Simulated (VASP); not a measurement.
PtSe2:

```
Pt Se
1.0
     3.67272    0.00000    0.00000
    -1.83636    3.18067    0.00000
     0.00000    0.00000    5.19800
Pt Se
1 2
Direct
  0.00000 0.00000 0.00000
  0.33333 0.66667 0.25443
  0.66667 0.33333 0.74557
```

This cell differs from its parent crystal: strain -1.5%.

Base run:

```yaml
Program: VASP 6.6.1
Functional: PBE
Potentials_or_basis: VASP PAW PBE potentials, release 64 (Pt, Se)
Cutoff: 520 eV
k_mesh: 12 × 12 × 6
Occupations: fermi-dirac, width 0.02 eV
Spin: no spin polarisation
```

Its results: band gap on the k mesh zero (band 11 reaches 6.88 eV, above the bottom of band 12 at 6.52 eV); pressure 7.2 GPa; largest force 0.221 eV/Å.

The run is repeated on the same cell with these changes: functional from PBE to r2SCAN; further incar settings from ALGO = Normal; EDIFF = 1e-06; NBANDS = 18 to ALGO = Normal; EDIFF = 1e-07; NBANDS = 18. What comes out?

Band gap on the k mesh zero (band 11 reaches 6.64 eV, above the bottom of band 12 at 6.42 eV); pressure 4.9 GPa; largest force 0.018 eV/Å.

Caveats: spin-orbit coupling is left out, which moves the levels of the heavy elements; the PAW data sets were made with another functional, which shifts forces and pressure a little (some runs).
